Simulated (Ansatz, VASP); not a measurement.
CuI: VASP beside Ansatz

```
CELL_PARAMETERS angstrom
3.73317 -3.71109 0.00000
3.73317 3.71109 0.00000
0.00000 0.00000 4.39314
ATOMIC_POSITIONS crystal
Cu 0.42044 0.57956 0.75000
Cu 0.57956 0.42044 0.25000
I 0.77004 0.22996 0.75000
I 0.22996 0.77004 0.25000
```

Change from the starting cell: zz strain of +2 %, PAW files.

Alike in both runs: task electric field gradients; functional LDA; k mesh 5 × 5 × 6; occupations fermi-dirac, width 0.02 eV; no spin polarisation.

```csv
,VASP,Ansatz
version,VASP 6.6.1,Ansatz 0.2.0
potentials or method,"VASP PAW LDA potentials, release 64 (Cu, I)","PAW with Ansatz's default frozen-core files, scalar-relativistic"
plane-wave cutoff (eV),520,420
valence electrons in the cell,36,72
```

```csv
,VASP,Ansatz,Ansatz less VASP
gap on the k mesh at the Fermi level (eV),0.91,0.87,-0.037
pressure (GPa),-3.9,-4.0,-0.10
"traceless stress, the component that is largest in VASP (GPa)",2.57,2.68,+0.108
rms of the force components (eV/Å),0.211,0.217,+0.0063
size of Vzz on the site where it differs most (V/Å²),52.3,38.3,-13.95
```

LDA's correlation is that of Perdew and Zunger in VASP and of Perdew and Wang (1992) in Ansatz. Atom by atom the forces differ by 0.009 eV/Å (rms over components). VASP's potentials hold 36 valence electrons a cell and Ansatz's 72, so a difference there can come from the potentials and not from the codes.

Spin-orbit coupling is off throughout.
